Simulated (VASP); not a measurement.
Here is a VASP 6.6.1 calculation.

INCAR

```
SYSTEM = AlGeIr3
PREC = Accurate
ENCUT = 520
EDIFF = 1E-7
ISMEAR = 0
SIGMA = 0.1
LREAL = .FALSE.
LASPH = .TRUE.
NELM = 150
ALGO = Normal
ISIF = 2
LWAVE = .FALSE.
LCHARG = .FALSE.
ISPIN = 2
MAGMOM = 0 0 1 1 1
LORBIT = 11
LMAXMIX = 4
GGA = PE
NBANDS = 34
```

Contents of KPOINTS:

```
regular mesh
0
G
  6 6 4
  0 0 0
```

The input POSCAR:

```
AlGeIr3
1.0
    5.1481307079      0.0000000000      0.0000000000
   -2.5740653539      4.4584119750      0.0000000000
    0.0000000000      0.0000000000      5.0495792248
Al Ge Ir
1 1 3
Direct
    0.0000000000      0.0000000000      0.0000000000
    0.0000000000      0.0000000000      0.5000000000
    0.5000000000      0.0000000000      0.5000000000
    0.0000000000      0.5000000000      0.5000000000
    0.5000000000      0.5000000000      0.5000000000
```

Potentials or basis: VASP PAW PBE potentials, release 64 (Al, Ge_d, Ir).

Run with:

```console
$ cat potpaw_PBE.64/Al/POTCAR potpaw_PBE.64/Ge_d/POTCAR potpaw_PBE.64/Ir/POTCAR > POTCAR
$ mpirun -np 1 vasp_std > vasp.out
```

(1) Estimate the pressure.

(2) Estimate the net moment.

(3) Estimate the site moments.

## Answers

(1) 0.1 GPa.

(2) 1.00 μB per cell.

(3) Al +0.01; Ge +0.03; Ir +0.31 μB.
